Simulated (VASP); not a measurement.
# CoO (I4/mmm) in VASP: settings compared, part 2 of 2

VASP 6.6.1. The steps go on from the part before.

### 3 Single point, LDA, collinear spin, ferromagnetic start

This run uses another cell than the first one, of 9.58 Å³/atom, 1.020 times its volume.

File INCAR:

```
SYSTEM = CoO
ALGO     = Normal         ! electronic algorithm
EDIFF    = 1E-6           ! SCF threshold, eV
ENCUT    = 520            ! plane-wave cutoff, eV
GGA      = CA             ! functional
ISIF     = 2              ! what is computed and relaxed
ISMEAR   = -1             ! smearing method
ISPIN    = 2              ! spin polarisation
LASPH    = .TRUE.         ! aspherical terms in the spheres
LCHARG   = .FALSE.        ! write CHGCAR
LMAXMIX  = 4              ! l up to which the mixer works
LORBIT   = 11             ! projections on sites
LREAL    = .FALSE.        ! projectors in reciprocal space
LWAVE    = .FALSE.        ! write WAVECAR
MAGMOM   = 2 0            ! initial moments
NBANDS   = 18             ! bands
NELM     = 150            ! most SCF steps
PREC     = Accurate       ! precision mode
SIGMA    = 0.05           ! smearing width, eV
```

File KPOINTS:

```
k-points
0
G
  12 12 12
  0 0 0
```

File POSCAR:

```
CoO
1.0
   -1.5080000000      1.5080000000      2.1072475377
    1.5080000000     -1.5080000000      2.1072475377
    1.5080000000      1.5080000000     -2.1072475377
Co O
1 1
Direct
    0.0000000000      0.0000000000      0.0000000000
    0.5000000000      0.5000000000      0.0000000000
```

Potentials or basis: VASP PAW LDA potentials, release 64 (Co, O).

Command:

```
$ cat potpaw_LDA.64/Co/POTCAR potpaw_LDA.64/O/POTCAR > POTCAR
$ mpirun -np 1 vasp_std > vasp.out
```

OUTCAR:

```text
SYSTEM = CoO
   EDIFF = 1E-6
   ENCUT = 520
   GGA = CA
   ISIF = 2
   ISMEAR = -1
   ISPIN = 2
   LASPH = .TRUE.
   LORBIT = 11
   LREAL = .FALSE.
   NELM = 150
   PREC = Accurate

 ion  position               nearest neighbor table
   1  0.000  0.000  0.000-   2 2.11   2 2.11   2 2.13   2 2.13   2 2.13   2 2.13
   2  0.500  0.500  0.000-   1 2.11   1 2.11   1 2.13   1 2.13   1 2.13   1 2.13

  LATTYP: Found a body centered tetragonal cell.
 ALAT       =     3.0160000000
 C/A-ratio  =     1.3973790038

  Lattice vectors:

 A1 = (  -1.5080000000,   1.5080000000,   2.1072475377)
 A2 = (   1.5080000000,  -1.5080000000,   2.1072475377)
 A3 = (   1.5080000000,   1.5080000000,  -2.1072475377)

Analysis of symmetry for initial positions (statically):
[... 1222 lines left out ...]
  energy-cutoff  :      520.00
  volume of cell :       19.17
      direct lattice vectors                 reciprocal lattice vectors
    -1.508000000  1.508000000  2.107247538     0.000000000  0.331564987  0.237276348
     1.508000000 -1.508000000  2.107247538     0.331564987  0.000000000  0.237276348
     1.508000000  1.508000000 -2.107247538     0.331564987  0.331564987  0.000000000

 POSITION                                       TOTAL-FORCE (eV/Angst)
 -----------------------------------------------------------------------------------
      0.00000      0.00000      0.00000         0.000000      0.000000      0.000000
      0.00000      0.00000      2.10725        -0.000000     -0.000000     -0.000000
 -----------------------------------------------------------------------------------
    total drift:                               -0.000000      0.000000     -0.000000

  FREE ENERGIE OF THE ION-ELECTRON SYSTEM (eV)
  ---------------------------------------------------
  free  energy   TOTEN  =       -14.6811004666 eV

  energy  without entropy=      -14.6448416346  energy(sigma->0) =      -14.66297105

 total charge

# of ion       s       p       d       tot
------------------------------------------
    1        0.298   0.362   7.199   7.859
    2        1.546   3.380   0.000   4.926
--------------------------------------------------
tot          1.844   3.742   7.199  12.786

 magnetization (x)

# of ion       s       p       d       tot
------------------------------------------
    1        0.019   0.017   2.291   2.327
    2        0.028   0.240   0.000   0.268
--------------------------------------------------
tot          0.047   0.257   2.291   2.595
```

OSZICAR:

```text
N       E                     dE             d eps       ncg     rms          rms(c)
DAV:   1     0.744307302027E+02    0.74431E+02   -0.65286E+03 12206   0.966E+02
DAV:   2    -0.123421735076E+02   -0.86773E+02   -0.75138E+02 12316   0.221E+02
DAV:   3    -0.170479253453E+02   -0.47058E+01   -0.45335E+01 13822   0.547E+01
DAV:   4    -0.170969162307E+02   -0.48991E-01   -0.48941E-01 14278   0.531E+00
DAV:   5    -0.170980732183E+02   -0.11570E-02   -0.11568E-02 14634   0.817E-01    0.158E+01
DAV:   6    -0.162836364646E+02    0.81444E+00   -0.16317E+01 14872   0.604E+01    0.206E+01
DAV:   7    -0.148166283124E+02    0.14670E+01   -0.83639E+00 14752   0.494E+01    0.740E+00
DAV:   8    -0.146929418132E+02    0.12369E+00   -0.42411E-01 16462   0.940E+00    0.380E+00
DAV:   9    -0.146926620040E+02    0.27981E-03   -0.12645E-01 18530   0.545E+00    0.173E+00
DAV:  10    -0.146824683388E+02    0.10194E-01   -0.31433E-02 17366   0.311E+00    0.625E-01
DAV:  11    -0.146812577402E+02    0.12106E-02   -0.14257E-02 16726   0.180E+00    0.206E-01
DAV:  12    -0.146811075348E+02    0.15021E-03   -0.13603E-03 15944   0.401E-01    0.560E-02
DAV:  13    -0.146810935185E+02    0.14016E-04   -0.76689E-05 16414   0.873E-02    0.360E-02
DAV:  14    -0.146811011193E+02   -0.76008E-05   -0.59074E-06 14724   0.447E-02    0.328E-02
DAV:  15    -0.146811004666E+02    0.65270E-06   -0.63730E-06 14398   0.329E-02
   1 F= -.14681100E+02 E0= -.14662971E+02  d E =-.362588E-01  mag=     2.6508
```

stdout:

```text
POSCAR found type information on POSCAR CoO
 POSCAR found :  2 types and       2 ions
 scaLAPACK will be used
 LDA part: xc-table for (Slater(with rela. corr.)+CA(PZ))
 , standard interpolation
 POSCAR, INCAR and KPOINTS ok, starting setup
 FFT: planning ... GRIDC
 FFT: planning ... GRID_SOFT
 FFT: planning ... GRID
 WAVECAR not read
 entering main loop
```

Run time: 38 s. Hardware: 1 thread of Intel Xeon 6975P-C (Granite Rapids), shared host; peak memory 0.2 GiB.

Results:

```
Free energy                                           : -14.6811 eV
Pressure                                              : -19.9 GPa
Net moment                                            : 2.65 μB per cell
Site moments                                          : Co +2.33; O +0.27 μB
Valence electrons inside the program's atomic spheres : Co 7.86; O 4.93
```

Levels at points of the mesh, in eV from the Fermi level:
Spin up:
```csv
k point,band 5,band 6,band 7,band 8,band 9,band 10,band 11,band 12,band 13,band 14
"(0.00, 0.00, 0.00)",-2.94,-2.94,-2.90,-2.90,-2.87,1.00,16.65,18.02,18.02,18.04
"(0.50, 0.00, 0.00)",-2.13,-2.13,-1.64,0.25,0.34,4.92,9.21,13.13,13.41,20.43
"(0.50, 0.50, 0.00)",-3.84,-2.53,-1.99,-1.85,-1.85,5.79,9.56,11.66,15.52,15.73
"(0.50, 0.50, 0.50)",-3.82,-2.51,-1.98,-1.86,-1.86,5.79,9.72,11.51,15.48,15.48
```
Spin down:
| k point | band 2 | band 3 | band 4 | band 5 | band 6 | band 7 | band 8 | band 9 | band 10 | band 11 |
| --- | --- | --- | --- | --- | --- | --- | --- | --- | --- | --- |
| (0.00, 0.00, 0.00) | -2.87 | -2.82 | -2.82 | -1.14 | -1.14 | -1.08 | -0.48 | -0.47 | 1.49 | 16.74 |
| (0.50, 0.00, 0.00) | -7.83 | -4.99 | -4.96 | -0.14 | -0.13 | 0.17 | 2.23 | 2.30 | 5.26 | 9.89 |
| (0.50, 0.50, 0.00) | -6.64 | -4.12 | -4.02 | -2.28 | -0.02 | 0.15 | 0.17 | 0.51 | 6.47 | 10.03 |
| (0.50, 0.50, 0.50) | -6.62 | -4.11 | -4.11 | -2.27 | 0.02 | 0.16 | 0.16 | 0.50 | 6.47 | 10.16 |

Caveat: a cell with one magnetic atom can't hold antiferromagnetic order, which such compounds often take; semilocal functionals often make such compounds metallic where correlation or magnetic order opens a gap, which also shifts bond lengths.
